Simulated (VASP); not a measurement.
AgCl (rocksalt type):

```
Ag Cl
1.0
     0.00000    2.44073    2.44073
     2.44073    0.00000    2.44073
     2.44073    2.44073    0.00000
Ag Cl
1 1
Direct
  0.00000 0.00000 0.00000
  0.50000 0.50000 0.50000
```

| Item | Value |
| --- | --- |
| Program | VASP 6.6.1 |
| Task | relaxation of cell and atoms |
| Functional | PBEsol |
| Potentials or basis | VASP PAW PBE potentials, release 64 (Ag, Cl) |
| Cutoff | 600 eV |
| k mesh | 15 × 15 × 15 |
| Occupations | fermi-dirac, width 0.08 eV |
| Spin | no spin polarisation |

At the start: pressure 44.0 GPa; volume 14.54 Å³/atom.

**Question.** How do energy, volume and symmetry change on relaxing?

**Answer.** Over 5 steps the energy falls by 553.1 meV/atom and the volume is 20.18 Å³/atom (+38.8 %); space group Fm-3m (No. 225, to 0.05 Å).

The path:
```csv
step,energy change (eV),largest force (eV/Å),pressure (GPa),volume (Å³)
1,0.0000,0.0000,44.04,29.08
2,-0.8720,0.0000,-6.77,49.35
3,-1.1057,0.0000,0.45,40.05
4,-1.1060,0.0000,-0.20,40.50
5,-1.1061,0.0000,-0.02,40.36
```

Final structure:
```
Ag Cl
1.0
     0.00000    2.72255    2.72255
     2.72255    0.00000    2.72255
     2.72255    2.72255    0.00000
Ag Cl
1 1
Direct
  0.00000 0.00000 0.00000
  0.50000 0.50000 0.50000
```

Caveat: the volume moved by over 15 % at a fixed basis, so the end points are rough; the PAW data sets were made with another functional, which shifts forces and pressure a little.
